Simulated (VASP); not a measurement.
# Zr (P6_3/mmc) in VASP: notebook

The runs below take Zr through single point, with LDA.

All numbers are computed with VASP 6.6.1; they aren't measurements. Logs are shortened: lines on timing, memory, paths and dates and some standing lists are left out, and cuts for length are marked.

### 1 The cell of the first run

It takes space group P6_3/mmc (No. 194, hexagonal). Conventional cell: a = 2.412 Å, b = 2.412 Å, c = 4.325 Å, α = 90.00°, β = 90.00°, γ = 120.00°. Zr (site symmetry -6m2) has 12 Zr at 2.41 to 2.57 Å within 3.2 Å.

### 2 Single point, LDA

The input, INCAR:

```
SYSTEM = Zr
PREC = Accurate
ENCUT = 520
EDIFF = 1E-7
ISMEAR = -1
SIGMA = 0.1
LREAL = .FALSE.
LASPH = .TRUE.
NELM = 80
ALGO = Normal
ISIF = 2
LWAVE = .FALSE.
LCHARG = .TRUE.
GGA = CA
LELF = .TRUE.
LVHAR = .TRUE.
NBANDS = 19
```

The input, KPOINTS:

```
regular mesh
0
G
  14 14 8
  0 0 0
```

The input, POSCAR:

```
Zr
1.0
    2.4120789853      0.0000000000      0.0000000000
   -1.2060394926      2.0889216772      0.0000000000
    0.0000000000      0.0000000000      4.3253072658
Zr
2
Direct
    0.3333333333      0.6666666667      0.2500000000
    0.6666666667      0.3333333333      0.7500000000
```

Potentials or basis: VASP PAW LDA potentials, release 64 (Zr_sv).

On the command line:

```
cat potpaw_LDA.64/Zr_sv/POTCAR > POTCAR
mpirun -np 1 vasp_std > vasp.out
```

OUTCAR:

```text
SYSTEM = Zr
   PREC = Accurate
   ENCUT = 520
   EDIFF = 1E-7
   ISMEAR = -1
   LREAL = .FALSE.
   LASPH = .TRUE.
   NELM = 80
   ISIF = 2
   GGA = CA

 ion  position               nearest neighbor table
   1  0.333  0.667  0.250-   2 2.57   2 2.57   2 2.57   2 2.57   2 2.57   2 2.57   2 3.53   2 3.53
                             2 3.53   2 3.53   2 3.53   2 3.53
   2  0.667  0.333  0.750-   1 2.57   1 2.57   1 2.57   1 2.57   1 2.57   1 2.57   1 3.53   1 3.53
                             1 3.53   1 3.53   1 3.53   1 3.53

  LATTYP: Found a hexagonal cell.
 ALAT       =     2.4120789853
 C/A-ratio  =     1.7931864139

  Lattice vectors:

 A1 = (   2.4120789853,   0.0000000000,   0.0000000000)
 A2 = (  -1.2060394926,   2.0889216772,   0.0000000000)
 A3 = (   0.0000000000,   0.0000000000,   4.3253072658)

Analysis of symmetry for initial positions (statically):
=====================================================================
 Subroutine PRICEL returns:
 Original cell was already a primitive cell.

 Routine SETGRP: Setting up the symmetry group for a
 hexagonal supercell.

 Subroutine GETGRP returns: Found 24 space group operations
 (whereof 12 operations were pure point group operations)
 out of a pool of 24 trial point group operations.

The static configuration has the point symmetry D_3d.
 The point group associated with its full space group is D_6h.

Analysis of symmetry for dynamics (positions and initial velocities):
=====================================================================
 Subroutine PRICEL returns:
 Original cell was already a primitive cell.

 Routine SETGRP: Setting up the symmetry group for a
 hexagonal supercell.

 Subroutine GETGRP returns: Found 24 space group operations
 (whereof 12 operations were pure point group operations)
 out of a pool of 24 trial point group operations.

The dynamic configuration has the point symmetry D_3d.
 The point group associated with its full space group is D_6h.

 Subroutine INISYM returns: Found 24 space group operations
 (whereof 12 operations are pure point group operations),
 and found     1 'primitive' translations

----------------------------------------------------------------------------------------

                                     Primitive cell

  volume of cell :      21.7937

  direct lattice vectors                    reciprocal lattice vectors
     2.412078985  0.000000000  0.000000000     0.414580122  0.239357945  0.000000000
    -1.206039493  2.088921677  0.000000000     0.000000000  0.478715890  0.000000000
     0.000000000  0.000000000  4.325307266     0.000000000  0.000000000  0.231197448

  length of vectors
     2.412078985  2.412078985  4.325307266     0.478715890  0.478715890  0.231197448

  position of ions in fractional coordinates (direct lattice)
     0.333333333  0.666666667  0.250000000
     0.666666667  0.333333333  0.750000000

  ion indices of the primitive-cell ions
   primitive index   ion index
                 1           1
                 2           2

----------------------------------------------------------------------------------------

 KPOINTS: regular mesh

Automatic generation of k-mesh.
 Grid dimensions read from file:
 generate k-points for:   14   14    8

 Generating k-lattice:

  Cartesian coordinates                     Fractional coordinates (reciprocal lattice)
     0.029612866  0.017096996  0.000000000     0.071428571  0.000000000  0.000000000
     0.000000000  0.034193992  0.000000000     0.000000000  0.071428571  0.000000000
     0.000000000  0.000000000  0.028899681     0.000000000  0.000000000  0.125000000

  Length of vectors
     0.034193992  0.034193992  0.028899681

  Shift w.r.t. Gamma in fractional coordinates (k-lattice)
     0.000000000  0.000000000  0.000000000

 Subroutine IBZKPT returns following result:
 ===========================================

 Found    120 irreducible k-points:

 Following reciprocal coordinates:
            Coordinates               Weight
  0.000000  0.000000  0.000000      1.000000
  0.071429  0.000000  0.000000      6.000000
  0.142857  0.000000  0.000000      6.000000
  0.214286  0.000000  0.000000      6.000000
  0.285714 -0.000000  0.000000      6.000000
  0.357143  0.000000  0.000000      6.000000
[... 16 lines left out ...]
  0.285714  0.285714  0.000000      6.000000
  0.357143  0.285714  0.000000      6.000000
 [... further k-points ...]
   k-points           NKPTS =    120   k-points in BZ     NKDIM =    120   number of bands    NBANDS=     19
   number of dos      NEDOS =    301   number of ions     NIONS =      2
   total plane-waves  NPLWV =  10368
   dimension x,y,z NGX =    18 NGY =   18 NGZ =   32
   dimension x,y,z NGXF=    36 NGYF=   36 NGZF=   64
   ions per type =               2
   NGX,Y,Z   is equivalent  to a cutoff of  12.41, 12.41, 12.30 a.u.
   NGXF,Y,Z  is equivalent  to a cutoff of  24.81, 24.81, 24.60 a.u.
 SYSTEM =  Zr
   PREC   = accura    normal or accurate (medium, high low for compatibility)
   ISTART =      0    job   : 0-new  1-cont  2-samecut
   ICHARG =      2    charge: 1-file 2-atom 10-const
   ISPIN  =      1    spin polarized calculation?
   LNONCOLLINEAR =      F non collinear calculations
   LSORBIT =      F    spin-orbit coupling
   LASPH  =      T    aspherical Exc in radial PAW
   ENCUT  =  520.0 eV  38.22 Ry    6.18 a.u.   4.48  4.48  8.04*2*pi/ulx,y,z
   NELM   =     80;   NELMIN=  2; NELMDL= -5     # of ELM steps
   EDIFF  = 0.1E-06   stopping-criterion for ELM
   LREAL  =      F    real-space projection
   EDIFFG = 0.1E-05   stopping-criterion for IOM
   NSW    =      0    number of steps for IOM
   IBRION =     -1    ionic relax: 0-MD 1-quasi-New 2-CG
   NFREE  =      0    steps in history (QN), initial steepest desc. (CG)
   ISIF   =      2    stress and relaxation
   ISYM   =      2    0-nonsym 1-usesym 2-fastsym
   POTIM  = 0.5000    time-step for ionic-motion
   TEBEG  =    0.0;   TEEND  =   0.0 temperature during run
   PSTRESS=    0.0 pullay stress
   NELECT =      24.0000    total number of electrons
   NUPDOWN=      -1.0000    fix difference up-down
   EMIN   =  10.00;   EMAX   =-10.00  energy-range for DOS
   EFERMI =   0.00;   METHOD = LEGACY
   ISMEAR =    -1;   SIGMA  =   0.10  broadening in eV -4-tet -1-fermi 0-gaus
   EFERMI_NEDOS =   21; number of points for ismear=-14 and -15
   IALGO  =     38    algorithm
   IMIX   =      4    mixing-type and parameters
     AMIX     =   0.40;   BMIX     =  1.00
     AMIX_MAG =   1.60;   BMIX_MAG =  1.00
  volume/ion in A,a.u.               =      10.90        73.54
  Fermi-wavevector in a.u.,A,eV,Ry     =   1.690577  3.194728 38.886152  2.858052
  Thomas-Fermi vector in A             =   2.772499
   LORBIT       =      0    0 simple, 1 ext, 2 COOP (PROOUT), +10 PAW based schemes
   GGA     = CA    functional components
   LHFCALC =     F    Hartree Fock is set to
   AEXX    =    0.0000 exact exchange contribution
   IVDW    =     0    specifies the selected vdW correction
   LEPSILON=     F    determine dielectric tensor
   LRPA    =     F    only Hartree local field effects (RPA)
 non-spin polarized calculation
  energy-cutoff  :      520.00
  volume of cell :       21.79
 maximum number of plane-waves:       604
 NGX is ok and might be reduce to    18
   NGX =  9   NGY =  9   NGZ = 17

 number of electron      24.0000000 magnetization

 Free energy of the ion-electron system (eV)
  ---------------------------------------------------
  ext. energy  EPLUGINS =         0.00000000
  ---------------------------------------------------
  free energy    TOTEN  =        -9.69731712 eV

  energy without entropy =       -9.66560654  energy(sigma->0) =       -9.68146183

 E-fermi :  20.3712     XC(G=0): -15.2408

 val. band max:       20.3668699872   @ k =   0.0714   0.0714   0.3750
 cond. band min:      20.3889004331   @ k =   0.2857   0.2143   0.3750
 fundamental gap:      0.0220304459
 Fermi energy:        20.3712197452

 k-point     1 :       0.0000    0.0000    0.0000
  band No.  band energies     occupation
      1     -29.5762      2.00000
      2     -28.0340      2.00000
      3     -10.0363      2.00000
      4      -3.6824      2.00000
      5      -3.1450      2.00000
      6      -3.1450      2.00000
[... 11 lines left out ...]
     18      27.1553      0.00000
     19      29.5564      0.00000

 k-point     2 :       0.0714    0.0000    0.0000
  band No.  band energies     occupation
      1     -29.4884      2.00000
      2     -27.9671      2.00000
      3      -9.9320      2.00000
      4      -3.6892      2.00000
      5      -3.5862      2.00000
      6      -3.2666      2.00000
[... 11 lines left out ...]
     18      25.8536      0.00000
     19      29.8801      0.00000

 k-point     3 :       0.1429    0.0000    0.0000
  band No.  band energies     occupation
      1     -29.2330      2.00000
      2     -27.7767      2.00000
      3      -9.6253      2.00000
      4      -4.7352      2.00000
      5      -4.0198      2.00000
      6      -3.7204      2.00000
[... 11 lines left out ...]
     18      24.5193      0.00000
     19      30.4730      0.00000

 k-point     4 :       0.2143    0.0000    0.0000
  band No.  band energies     occupation
      1     -28.8355      2.00000
      2     -27.4946      2.00000
      3      -9.1363      2.00000
      4      -6.2322      2.00000
      5      -5.4135      2.00000
      6      -3.9907      2.00000
[... 11 lines left out ...]
     18      25.4293      0.00000
     19      30.9094      0.00000

 k-point     5 :       0.2857   -0.0000    0.0000
  band No.  band energies     occupation
      1     -28.3430      2.00000
      2     -27.1763      2.00000
      3      -8.5032      2.00000
      4      -7.7436      2.00000
      5      -6.8522      2.00000
      6      -4.4027      2.00000
[... 11 lines left out ...]
     18      27.6347      0.00000
     19      31.0949      0.00000
[... 334 lines left out ...]
      2     -26.6671      2.00000
      3      -8.9692      2.00000
      4      -8.4828      2.00000
      5      -6.9481      2.00000
      6      -6.4494      2.00000
[... 11 lines left out ...]
     18      29.9165      0.00000
     19      34.5500      0.00000

 k-point    22 :       0.3571    0.2143    0.0000
  band No.  band energies     occupation
      1     -26.9910      2.00000
      2     -26.6235      2.00000
      3      -9.3810      2.00000
      4      -8.5635      2.00000
      5      -6.9624      2.00000
      6      -6.4032      2.00000
[... 11 lines left out ...]
     18      29.5391      0.00000
     19      34.6409      0.00000

 k-point    23 :       0.2857    0.2857    0.0000
  band No.  band energies     occupation
      1     -26.9570      2.00000
      2     -26.6133      2.00000
      3      -8.9766      2.00000
      4      -8.4543      2.00000
      5      -7.2831      2.00000
      6      -6.4721      2.00000
[... 11 lines left out ...]
     18      29.2583      0.00000
     19      34.1832      0.00000

 k-point    24 :       0.3571    0.2857    0.0000
  band No.  band energies     occupation
      1     -26.7887      2.00000
      2     -26.6434      2.00000
      3      -8.9675      2.00000
      4      -8.1409      2.00000
      5      -7.8370      2.00000
      6      -6.8472      2.00000
[... 11 lines left out ...]
     18      28.3027      0.00000
     19      33.9426      0.00000

 [... further k-points ...]
[... 5 lines left out ...]
  --------------------------------------------------------------------------------------
  -------------------------------------------------------------------------------------
  Total       30.7854088     30.7854088     30.6031115      0.0000000     -0.0000000      0.0000000
  in kB     2263.2100367   2263.2100367   2249.8083291      0.0000001     -0.0000000      0.0000000
  external PRESSURE =    2258.7428009 kB  Pullay stress =       0.0000000 kB

 VOLUME and BASIS-vectors are now :
 -----------------------------------------------------------------------------
  energy-cutoff  :      520.00
  volume of cell :       21.79
      direct lattice vectors                 reciprocal lattice vectors
     2.412078985  0.000000000  0.000000000     0.414580122  0.239357945  0.000000000
    -1.206039493  2.088921677  0.000000000     0.000000000  0.478715890  0.000000000
     0.000000000  0.000000000  4.325307266     0.000000000  0.000000000  0.231197448

 POSITION                                       TOTAL-FORCE (eV/Angst)
 -----------------------------------------------------------------------------------
     -0.00000      1.39261      1.08133        -0.000000      0.000000      0.000000
      1.20604      0.69631      3.24398         0.000000     -0.000000      0.000000
 -----------------------------------------------------------------------------------
    total drift:                                0.000000     -0.000000      0.000000

  FREE ENERGIE OF THE ION-ELECTRON SYSTEM (eV)
  ---------------------------------------------------
  free  energy   TOTEN  =        -9.6973171176 eV

  energy  without entropy=       -9.6656065404  energy(sigma->0) =       -9.68146183
```

Run time: 17 s. Hardware: 1 thread of Intel Xeon 6975P-C (Granite Rapids), shared host; peak memory 0.15 GiB.

Results:

- Free energy: -9.6973 eV
- Pressure: 225.9 GPa
- Band gap on the k mesh: zero (band 12 reaches 21.15 eV, above the bottom of band 13 at 19.51 eV)

[end of part 1 of 2]
